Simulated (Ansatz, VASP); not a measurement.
# ZnO: VASP beside Ansatz

File INCAR:

```
SYSTEM = ZnO
PREC = Accurate ; ENCUT = 520
EDIFF = 1E-6 ; ISMEAR = 0
SIGMA = 0.05 ; LREAL = .FALSE.
LASPH = .TRUE. ; NELM = 60
ALGO = Normal ; ISIF = 2
LWAVE = .FALSE. ; LCHARG = .TRUE.
GGA = PE ; LELF = .TRUE.
LVHAR = .TRUE. ; NBANDS = 26
```

The input KPOINTS:

```
Automatic mesh
0
G
  18 18 8
  0 0 0
```

File POSCAR:

```
ZnO
1.0
    3.2493080000      0.0000000000      0.0000000000
   -1.6246540000      2.8139832700      0.0000000000
    0.0000000000      0.0000000000      5.2057090000
Zn O
2 2
Direct
    0.3333333300      0.6666666700      0.5000000000
    0.6666666700      0.3333333300      0.0000000000
    0.6666666700      0.3333333300      0.3790100000
    0.3333333300      0.6666666700      0.8790100000
```

Input for Ansatz:

```yaml
crystal:
  lattice:
    - [3.249308, 0.0, 0.0]
    - [-1.624654, 2.81398327, 0.0]
    - [0.0, 0.0, 5.205709]
  atoms:
    - { symbol: Zn, position: [0.33333333, 0.66666667, 0.5] }
    - { symbol: Zn, position: [0.66666667, 0.33333333, 0.0] }
    - { symbol: O, position: [0.66666667, 0.33333333, 0.37901] }
    - { symbol: O, position: [0.33333333, 0.66666667, 0.87901] }
basis:
  ecutwfc: 420
kpoints:
  mp_grid: { grid: [18, 18, 8] }
hamiltonian:
  xc: pbe
scf:
  occupations: { method: gaussian, width: 0.05 }
output:
  forces: true
  eigenvalues: true
  eigenstates:
    nscf_kmesh: { grid: [30, 30, 16] }
    top_band: c6
    de_dk: true
    localisation: true
  stress: true
checkpoint:
  write: ck
  compress: false
  write_wavefunctions: false
  write_every: 100000
```

Alike in both runs: task single point; functional PBE; k mesh 18 × 18 × 8; occupations gaussian, width 0.05 eV; no spin polarisation.

|  | VASP | Ansatz |
| --- | --- | --- |
| version | VASP 6.6.1 | Ansatz 0.2.0 |
| potentials or method | VASP PAW PBE potentials, release 64 (Zn, O), cutoff 520 eV | scalar-relativistic, plane waves, PAW |
| valence electrons in the cell | 36 | 36 |

|  | VASP | Ansatz | Ansatz less VASP |
| --- | --- | --- | --- |
| gap on the k mesh at the Fermi level (eV) | 0.79 | 0.80 | +0.015 |
| pressure (GPa) | 6.0 | 4.9 | -1.10 |
| traceless stress, the component that is largest in VASP (GPa) | 1.18 | 1.14 | -0.040 |
| rms of the force components (eV/Å) | 0.043 | 0.040 | -0.0024 |

Atom by atom the forces differ by 0.002 eV/Å (rms over components). With one functional, cell and mesh, what is left measures potentials, basis and numerics.
